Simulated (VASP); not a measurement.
BN, 2 atoms in the cell. It takes space group F-43m (No. 216, cubic). The conventional cell has a = 3.626 Å, b = 3.626 Å, c = 3.626 Å, α = 90.00°, β = 90.00°, γ = 90.00°. B (site symmetry -43m) has 4 N at 1.57 Å within 2.1 Å. Within 2.1 Å of N (site symmetry -43m) lie 4 B at 1.57 Å. 

```yaml
Program: VASP 6.6.1
Task: single point
Functional: r2SCAN
Potentials_or_basis: VASP PAW PBE potentials, release 64 (B_h, N_h)
Cutoff: 910 eV
k_mesh: 12 × 12 × 12
Occupations: gaussian, width 0.05 eV
Spin: no spin polarisation
Dipole_correction: no
Second_run: hard_potentials
Further_INCAR_settings: ALGO = Normal; EDIFF = 1e-06; NBANDS = 11
```

Potentials or basis: VASP PAW PBE potentials, release 64 (B_h, N_h).

Launch:

```console
$ cat potpaw_PBE.64/B_h/POTCAR potpaw_PBE.64/N_h/POTCAR > POTCAR
$ cp INCAR.step1 INCAR
$ mpirun -np 1 vasp_std > vasp.out
$ cp INCAR.step2 INCAR
$ mpirun -np 1 vasp_std > vasp.out
```

Hardware: 1 thread of Intel(R) Xeon(R) 6975P-C (Granite Rapids), with other jobs on the host.

Estimate the wall time of this run.

Run time: 53 s on 1 thread of Intel(R) Xeon(R) 6975P-C (Granite Rapids), on a shared host, peak memory 0.16 GiB. Counts: k points 72.
